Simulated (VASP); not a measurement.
Pt, 2 atoms in the cell. It takes space group P6_3/mmc (No. 194, hexagonal). Conventional cell: a = 2.719 Å, b = 2.719 Å, c = 4.702 Å, α = 90.00°, β = 90.00°, γ = 120.00°. Pt (site symmetry -6m2) has 12 Pt at 2.72 to 2.83 Å within 3.6 Å. 

```yaml
Program: VASP 6.6.1
Task: single point
Functional: LDA
Potentials_or_basis: VASP PAW LDA potentials, release 64 (Pt)
Cutoff: 500 eV
k_mesh: 9 × 9 × 5
Occupations: methfessel-paxton, width 0.1 eV
Spin: no spin polarisation
Dipole_correction: no
Further_INCAR_settings: ALGO = Normal; EDIFF = 1e-06; NBANDS = 17
```

Potentials or basis: VASP PAW LDA potentials, release 64 (Pt).

The run is started by

```sh
$ cat potpaw_LDA.64/Pt/POTCAR > POTCAR
$ mpirun -np 1 vasp_std > vasp.out
```

Hardware: 1 thread of Intel(R) Xeon(R) Platinum 8488C (Sapphire Rapids) (shared host).

Problem. How long does it take, and how much memory?

Solution. It took 10 s on 1 thread of Intel(R) Xeon(R) Platinum 8488C (Sapphire Rapids), with other jobs on the host, peak memory 0.13 GiB. Counts: scf iterations 11, k points 36.
